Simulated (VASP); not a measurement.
A run of VASP 6.6.1:

The input POSCAR:

```
AlN
1.0
    0.0000000000      2.1848810405      2.1848810405
    2.1848810405      0.0000000000      2.1848810405
    2.1848810405      2.1848810405      0.0000000000
Al N
1 1
Direct
    0.0000000000      0.0000000000      0.0000000000
    0.2500000000      0.2500000000      0.2500000000
```

INCAR.step1

```
SYSTEM = AlN
PREC = Accurate
ENCUT = 520
ISMEAR = -1
SIGMA = 0.08
LREAL = .FALSE.
LASPH = .TRUE.
NELM = 80
NBANDS = 11
GGA = PE
ALGO = Normal
EDIFF = 1E-4
LWAVE = .TRUE.
LCHARG = .FALSE.
```

INCAR.step2

```
SYSTEM = AlN
PREC = Accurate
ENCUT = 520
EDIFF = 1E-6
ISMEAR = -1
SIGMA = 0.08
LREAL = .FALSE.
LASPH = .TRUE.
NELM = 80
ALGO = Normal
ISIF = 2
LWAVE = .FALSE.
LCHARG = .FALSE.
METAGGA = R2SCAN
LMIXTAU = .TRUE.
NBANDS = 11
ISTART = 1
```

KPOINTS

```
regular mesh
0
G
  15 15 15
  0 0 0
```

Potentials or basis: VASP PAW PBE potentials, release 64 (Al, N).

Launch:

```sh
$ cat potpaw_PBE.64/Al/POTCAR potpaw_PBE.64/N/POTCAR > POTCAR
$ cp INCAR.step1 INCAR
$ mpirun -np 1 vasp_std > vasp.out
$ cp INCAR.step2 INCAR
$ mpirun -np 1 vasp_std > vasp.out
```

Hardware: 1 thread of Intel(R) Xeon(R) Platinum 8488C (Sapphire Rapids) (shared host).

Problem. Estimate the wall time of this run.

Solution. Wall time 39 s on 1 thread of Intel(R) Xeon(R) Platinum 8488C (Sapphire Rapids) (shared host), peak memory 0.15 GiB. Counts: k points 120.
